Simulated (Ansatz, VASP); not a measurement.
## One calculation of SiSbTe2, two programs

```
Si Sb Te
1.0
     3.93785    0.00000    0.00000
    -1.96893    3.41028    0.00000
     0.00000    0.00000    8.10445
Si Sb Te
1 1 2
Direct
  0.00000 0.00000 0.50000
  0.00000 0.00000 0.00000
  0.33333 0.66667 0.71509
  0.66667 0.33333 0.28491
```

Alike in both runs: functional PBE; k mesh 12 × 12 × 6; occupations gaussian, width 0.1 eV; no spin polarisation.

Ansatz relaxed the structure, and its values are those at the end. VASP's run is a single point on that final structure, the one shown.

|  | VASP | Ansatz |
| --- | --- | --- |
| version | VASP 6.6.1 | Ansatz 0.2.0 |
| potentials or method | VASP PAW PBE potentials, release 64 (Si, Sb, Te), cutoff 520 eV | scalar-relativistic, plane waves, PAW |
| valence electrons in the cell | 21 | 51 |

|  | VASP | Ansatz | Ansatz less VASP |
| --- | --- | --- | --- |
| gap on the k mesh at the Fermi level (eV) | none | none | - |
| pressure (GPa) | 0.0 | 0.0 | +0.05 |
| rms of the force components (eV/Å) | 0.007 | 0.002 | -0.0050 |

A gap of «none» marks a metal or a gap that the smearing closes. With one functional, cell and mesh, what is left measures potentials, basis and numerics. VASP's potentials hold 21 valence electrons a cell and Ansatz's 51, so a difference there can come from the potentials and not from the codes.

Neither program's run includes spin-orbit coupling.
